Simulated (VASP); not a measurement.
SiO2, 6 atoms in the cell. It takes space group P4_2/mnm (No. 136, tetragonal). Conventional cell: a = 4.230 Å, b = 4.230 Å, c = 2.789 Å, α = 90.00°, β = 90.00°, γ = 90.00°. Si (site symmetry mmm) has 6 O at 1.82 to 1.83 Å within 2.4 Å. O (site symmetry m2m) has 3 Si at 1.82 to 1.83 Å and 1 O at 2.33 Å within 2.4 Å. 

```yaml
Program: VASP 6.6.1
Task: single point
Functional: LDA
Potentials_or_basis: VASP PAW LDA potentials, release 64 (Si, O)
Cutoff: 520 eV
k_mesh: 6 × 6 × 8
Occupations: gaussian, width 0.05 eV
Spin: no spin polarisation
Dipole_correction: no
Further_INCAR_settings: ALGO = Normal; EDIFF = 1e-06; NBANDS = 25
```

Potentials or basis: VASP PAW LDA potentials, release 64 (Si, O).

Run with:

```console
$ cat potpaw_LDA.64/Si/POTCAR potpaw_LDA.64/O/POTCAR > POTCAR
$ mpirun -np 1 vasp_std > vasp.out
```

Hardware: 1 thread of Intel Xeon 6975P-C, on a shared host.

Task: Estimate the wall time of this run.

Result: Run time: 38 s on 1 thread of Intel Xeon 6975P-C (shared host), peak memory 0.16 GiB. Counts: scf iterations 12, k points 50.
